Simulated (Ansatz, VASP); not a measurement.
## Mg6O5: VASP beside Ansatz

```
CELL_PARAMETERS angstrom
5.59086 0.00000 0.00000
0.00000 5.59086 0.00000
0.00000 0.00000 5.59086
ATOMIC_POSITIONS crystal
Mg 0.25000 0.00000 0.50000
Mg 0.00000 0.50000 0.25000
Mg 0.50000 0.75000 0.00000
Mg 0.75000 0.00000 0.50000
Mg 0.00000 0.50000 0.75000
Mg 0.50000 0.25000 0.00000
O 0.50000 0.00000 0.25000
O 0.00000 0.75000 0.50000
O 0.68750 0.40610 0.00000
O 0.50000 0.00000 0.75000
O 0.00000 0.25000 0.50000
```

Change from the starting cell: O vacancy; atom 9 moved -0.125 of the way to it and -0.525 Å across, host rigid.

Alike in both runs: task single point; functional PBEsol; k mesh 4 × 4 × 4; occupations gaussian, width 0.05 eV; no spin polarisation.

```csv
,VASP,Ansatz
version,VASP 6.6.1,Ansatz 0.2.0
potentials or method,"VASP PAW PBE potentials, release 64 (Mg, O), cutoff 520 eV","scalar-relativistic, plane waves, PAW"
valence electrons in the cell,42,90
```

```tsv
	VASP	Ansatz	Ansatz less VASP
gap on the k mesh at the Fermi level (eV)	0.92	0.91	-0.013
least direct gap on the mesh (eV)	1.76	1.75	-0.009
pressure (GPa)	10.8	9.8	-1.01
traceless stress, the component that is largest in VASP (GPa)	18.58	16.87	-1.717
rms of the force components (eV/Å)	7.587	6.899	-0.6879
```

VASP's potentials were made for PBE, not for PBEsol, and Ansatz warns of the same on its side. Atom by atom the forces differ by 0.689 eV/Å (rms over components). VASP's potentials hold 42 valence electrons a cell and Ansatz's 90, so a difference there can come from the potentials and not from the codes.
